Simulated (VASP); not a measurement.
# Li (I4/mmm) in VASP: further runs

Runs on Li. Level: LDA. Tasks: single point.

All numbers are computed with VASP 6.6.1; they aren't measurements. Logs are shortened: lines on timing, memory, paths and dates and some standing lists are left out, and cuts for length are marked.

### 1 The cell of the first run

It takes space group I4/mmm (No. 139, tetragonal). Conventional cell: a = 3.114 Å, b = 3.114 Å, c = 4.140 Å, α = 90.00°, β = 90.00°, γ = 90.00°. Li (site symmetry 4/mmm) has 14 Li at 3.02 to 4.14 Å within 4.2 Å.

### 2 Single point, LDA (strain -0.0600 x Voigt [0, 0, 1, 0, 0, 0])

The input, INCAR:

```
SYSTEM = Li
  PREC = Accurate
  ENCUT = 520
  EDIFF = 1E-6
  ISMEAR = 0
  SIGMA = 0.15
  LREAL = .False.
  LASPH = .True.
  NELM = 80
  ALGO = Normal
  ISIF = 2
  LWAVE = .False.
  LCHARG = .False.
  NBANDS = 8
```

The input, KPOINTS:

```
regular mesh
0
Gamma
  18 18 18
  0 0 0
```

The input, POSCAR:

```
Li
1.0
    0.0000000000      2.2020000000      2.0698800000
    2.2020000000      0.0000000000      2.0698800000
    2.2020000000      2.2020000000      0.0000000000
Li
1
Direct
    0.0000000000      0.0000000000      0.0000000000
```

Potentials or basis: VASP PAW LDA potentials, release 64 (Li_sv).

Started as:

```sh
$ cat potpaw_LDA.64/Li_sv/POTCAR > POTCAR
$ mpirun -np 1 vasp_std > vasp.out
```

OUTCAR:

```text
SYSTEM = Li
   PREC = Accurate
   ENCUT = 520
   EDIFF = 1E-6
   ISMEAR = 0
   LREAL = .False.
   LASPH = .True.
   NELM = 80
   ISIF = 2

 ion  position               nearest neighbor table
   1  0.000  0.000  0.000-

  LATTYP: Found a body centered tetragonal cell.
 ALAT       =     3.1140982643
 C/A-ratio  =     1.3293607486

  Lattice vectors:

 A1 = (   0.0000000000,  -2.2020000000,  -2.0698800000)
 A2 = (   0.0000000000,   2.2020000000,  -2.0698800000)
 A3 = (   2.2020000000,   0.0000000000,   2.0698800000)

Analysis of symmetry for initial positions (statically):
=====================================================================
 Subroutine PRICEL returns:
 Original cell was already a primitive cell.

 Routine SETGRP: Setting up the symmetry group for a
 body centered tetragonal supercell.

 Subroutine GETGRP returns: Found 16 space group operations
 (whereof 16 operations were pure point group operations)
 out of a pool of 16 trial point group operations.

The static configuration has the point symmetry D_4h.

Analysis of symmetry for dynamics (positions and initial velocities):
=====================================================================
 Subroutine PRICEL returns:
 Original cell was already a primitive cell.

 Routine SETGRP: Setting up the symmetry group for a
 body centered tetragonal supercell.

 Subroutine GETGRP returns: Found 16 space group operations
 (whereof 16 operations were pure point group operations)
 out of a pool of 16 trial point group operations.

The dynamic configuration has the point symmetry D_4h.

 Subroutine INISYM returns: Found 16 space group operations
 (whereof 16 operations are pure point group operations),
 and found     1 'primitive' translations

----------------------------------------------------------------------------------------

                                     Primitive cell

  volume of cell :      20.0729

  direct lattice vectors                    reciprocal lattice vectors
     0.000000000  2.202000000  2.069880000    -0.227066303  0.227066303  0.241559897
     2.202000000  0.000000000  2.069880000     0.227066303 -0.227066303  0.241559897
     2.202000000  2.202000000  0.000000000     0.227066303  0.227066303 -0.241559897

  length of vectors
     3.022119656  3.022119656  3.114098264     0.401832547  0.401832547  0.401832547

  position of ions in fractional coordinates (direct lattice)
     0.000000000  0.000000000  0.000000000

  ion indices of the primitive-cell ions
   primitive index   ion index
                 1           1

----------------------------------------------------------------------------------------

 KPOINTS: regular mesh

Automatic generation of k-mesh.
 Grid dimensions read from file:
 generate k-points for:   18   18   18

 Generating k-lattice:

  Cartesian coordinates                     Fractional coordinates (reciprocal lattice)
    -0.012614795  0.012614795  0.013419994     0.055555556  0.000000000  0.000000000
     0.012614795 -0.012614795  0.013419994     0.000000000  0.055555556  0.000000000
     0.012614795  0.012614795 -0.013419994     0.000000000  0.000000000  0.055555556

  Length of vectors
     0.022324030  0.022324030  0.022324030

  Shift w.r.t. Gamma in fractional coordinates (k-lattice)
     0.000000000  0.000000000  0.000000000

 Subroutine IBZKPT returns following result:
 ===========================================

 Found    480 irreducible k-points:

 Following reciprocal coordinates:
            Coordinates               Weight
  0.000000  0.000000  0.000000      1.000000
  0.055556 -0.000000  0.000000      8.000000
  0.111111 -0.000000  0.000000      8.000000
  0.166667  0.000000  0.000000      8.000000
  0.222222  0.000000  0.000000      8.000000
  0.277778  0.000000  0.000000      8.000000
[... 16 lines left out ...]
 -0.277778  0.055556  0.000000      8.000000
 -0.222222  0.055556  0.000000      8.000000
 [... further k-points ...]
   k-points           NKPTS =    480   k-points in BZ     NKDIM =    480   number of bands    NBANDS=      8
   number of dos      NEDOS =    301   number of ions     NIONS =      1
   total plane-waves  NPLWV =  13824
   dimension x,y,z NGX =    24 NGY =   24 NGZ =   24
   dimension x,y,z NGXF=    48 NGYF=   48 NGZF=   48
   ions per type =               1
   NGX,Y,Z   is equivalent  to a cutoff of  13.20, 13.20, 12.81 a.u.
   NGXF,Y,Z  is equivalent  to a cutoff of  26.40, 26.40, 25.62 a.u.
 SYSTEM =  Li
   PREC   = accura    normal or accurate (medium, high low for compatibility)
   ISTART =      0    job   : 0-new  1-cont  2-samecut
   ICHARG =      2    charge: 1-file 2-atom 10-const
   ISPIN  =      1    spin polarized calculation?
   LNONCOLLINEAR =      F non collinear calculations
   LSORBIT =      F    spin-orbit coupling
   LASPH  =      T    aspherical Exc in radial PAW
   ENCUT  =  520.0 eV  38.22 Ry    6.18 a.u.   5.62  5.62  5.79*2*pi/ulx,y,z
   NELM   =     80;   NELMIN=  2; NELMDL= -5     # of ELM steps
   EDIFF  = 0.1E-05   stopping-criterion for ELM
   LREAL  =      F    real-space projection
   EDIFFG = 0.1E-04   stopping-criterion for IOM
   NSW    =      0    number of steps for IOM
   IBRION =     -1    ionic relax: 0-MD 1-quasi-New 2-CG
   NFREE  =      0    steps in history (QN), initial steepest desc. (CG)
   ISIF   =      2    stress and relaxation
   ISYM   =      2    0-nonsym 1-usesym 2-fastsym
   POTIM  = 0.5000    time-step for ionic-motion
   TEBEG  =    0.0;   TEEND  =   0.0 temperature during run
   PSTRESS=    0.0 pullay stress
   NELECT =       3.0000    total number of electrons
   NUPDOWN=      -1.0000    fix difference up-down
   EMIN   =  10.00;   EMAX   =-10.00  energy-range for DOS
   EFERMI =   0.00;   METHOD = LEGACY
   ISMEAR =     0;   SIGMA  =   0.15  broadening in eV -4-tet -1-fermi 0-gaus
   EFERMI_NEDOS =   21; number of points for ismear=-14 and -15
   IALGO  =     38    algorithm
   IMIX   =      4    mixing-type and parameters
     AMIX     =   0.40;   BMIX     =  1.00
     AMIX_MAG =   1.60;   BMIX_MAG =  1.00
  volume/ion in A,a.u.               =      20.07       135.46
  Fermi-wavevector in a.u.,A,eV,Ry     =   0.868784  1.641764 10.269490  0.754786
  Thomas-Fermi vector in A             =   1.987513
   LORBIT       =      0    0 simple, 1 ext, 2 COOP (PROOUT), +10 PAW based schemes
   GGA     = CA    functional components
   LHFCALC =     F    Hartree Fock is set to
   AEXX    =    0.0000 exact exchange contribution
   IVDW    =     0    specifies the selected vdW correction
   LEPSILON=     F    determine dielectric tensor
   LRPA    =     F    only Hartree local field effects (RPA)
 non-spin polarized calculation
 Gauss-broadening in eV      SIGMA  =   0.15
  energy-cutoff  :      520.00
  volume of cell :       20.07
 maximum number of plane-waves:       558
   NGX = 11   NGY = 11   NGZ = 11

 number of electron       2.9999995 magnetization

 Free energy of the ion-electron system (eV)
  ---------------------------------------------------
  ext. energy  EPLUGINS =         0.00000000
  ---------------------------------------------------
  free energy    TOTEN  =        -2.04701611 eV

  energy without entropy =       -2.04184734  energy(sigma->0) =       -2.04443173

 E-fermi :   0.6357     XC(G=0):  -7.1687

 val. band max:        0.6339870799   @ k =   0.5000   0.3333   0.1667
 cond. band min:       0.6468911769   @ k =   0.5000   0.0556   0.0000
 fundamental gap:      0.0129040970
 Fermi energy:         0.6357212545

 k-point     1 :       0.0000    0.0000    0.0000
  band No.  band energies     occupation
      1     -44.9879      2.00000
      2      -2.8787      2.00000
      3      14.7859      0.00000
      4      14.8780      0.00000
      5      14.8780      0.00000
      6      18.9556      0.00000
      7      18.9556      0.00000
      8      19.1721      0.00000

 k-point     2 :       0.0556   -0.0000    0.0000
  band No.  band energies     occupation
      1     -44.9873      2.00000
      2      -2.8242      2.00000
      3      14.2608      0.00000
      4      14.7223      0.00000
      5      14.7286      0.00000
      6      18.3970      0.00000
      7      19.1868      0.00000
      8      19.2942      0.00000

 k-point     3 :       0.1111   -0.0000    0.0000
  band No.  band energies     occupation
      1     -44.9855      2.00000
      2      -2.6609      2.00000
      3      12.8543      0.00000
      4      14.3534      0.00000
      5      14.4943      0.00000
      6      18.1721      0.00000
      7      19.6677      0.00000
      8      19.8090      0.00000

 k-point     4 :       0.1667    0.0000    0.0000
  band No.  band energies     occupation
      1     -44.9827      2.00000
      2      -2.3885      2.00000
      3      11.1639      0.00000
      4      13.9245      0.00000
      5      14.2196      0.00000
      6      18.3310      0.00000
      7      19.7126      0.00000
      8      20.1525      0.00000

 k-point     5 :       0.2222    0.0000    0.0000
  band No.  band energies     occupation
      1     -44.9792      2.00000
      2      -2.0080      2.00000
      3       9.4609      0.00000
      4      13.5247      0.00000
      5      13.9678      0.00000
      6      18.6414      0.00000
      7      19.0667      0.00000
      8      19.6600      0.00000
[... 177 lines left out ...]
 k-point    22 :      -0.3333    0.0556    0.0000
  band No.  band energies     occupation
      1     -44.9710      2.00000
      2      -0.7144      2.00000
      3       6.0098      0.00000
      4      12.9985      0.00000
      5      13.1357      0.00000
      6      16.9200      0.00000
      7      17.3429      0.00000
      8      20.0682      0.00000

 k-point    23 :      -0.2778    0.0556    0.0000
  band No.  band energies     occupation
      1     -44.9743      2.00000
      2      -1.3180      2.00000
      3       7.4416      0.00000
      4      13.0083      0.00000
      5      13.5255      0.00000
      6      17.4688      0.00000
      7      17.8065      0.00000
      8      19.6532      0.00000

 k-point    24 :      -0.2222    0.0556    0.0000
  band No.  band energies     occupation
      1     -44.9778      2.00000
      2      -1.8319      2.00000
      3       9.0160      0.00000
      4      13.1152      0.00000
      5      13.9454      0.00000
      6      18.1064      0.00000
      7      18.4534      0.00000
      8      19.1977      0.00000

 [... further k-points ...]

------------------------ aborting loop because EDIFF is reached ----------------------------------------

  FORCE on cell =-STRESS in cart. coord.  units (eV):
  Direction    XX          YY          ZZ          XY          YZ          ZX
  --------------------------------------------------------------------------------------
  -------------------------------------------------------------------------------------
  Total       -0.1184036     -0.1184036     -0.0931726      0.0000000      0.0000000      0.0000000
  in kB       -9.4507353     -9.4507353     -7.4368525      0.0000000      0.0000000      0.0000000
  external PRESSURE =      -8.7794411 kB  Pullay stress =       0.0000000 kB

 VOLUME and BASIS-vectors are now :
 -----------------------------------------------------------------------------
  energy-cutoff  :      520.00
  volume of cell :       20.07
      direct lattice vectors                 reciprocal lattice vectors
     0.000000000  2.202000000  2.069880000    -0.227066303  0.227066303  0.241559897
     2.202000000  0.000000000  2.069880000     0.227066303 -0.227066303  0.241559897
     2.202000000  2.202000000  0.000000000     0.227066303  0.227066303 -0.241559897

 POSITION                                       TOTAL-FORCE (eV/Angst)
 -----------------------------------------------------------------------------------
      0.00000      0.00000      0.00000         0.000000      0.000000      0.000000
 -----------------------------------------------------------------------------------
    total drift:                               -0.000000      0.000000     -0.000000

  FREE ENERGIE OF THE ION-ELECTRON SYSTEM (eV)
  ---------------------------------------------------
  free  energy   TOTEN  =        -2.0470161100 eV

  energy  without entropy=       -2.0418473409  energy(sigma->0) =       -2.04443173
```

Run time: 48 s. Hardware: 1 thread of Intel Xeon Platinum 8259CL at 2.50GHz (Skylake/Cascade Lake), shared host; peak memory 0.16 GiB.

What came out:

| Quantity | Value |
| --- | --- |
| Free energy | -2.0470 eV |
| Band gap on the k mesh | zero (an odd number of electrons rules out a gap without spin polarisation) |

Caveat: the cell differs from its parent crystal (strain -0.0600 x Voigt [0, 0, 1, 0, 0, 0]); the cutoff is under 1.25 times the usual one of these potentials, so pressure, stress and relaxed cells hold a basis-set (Pulay) error.

[end of part 1 of 2]
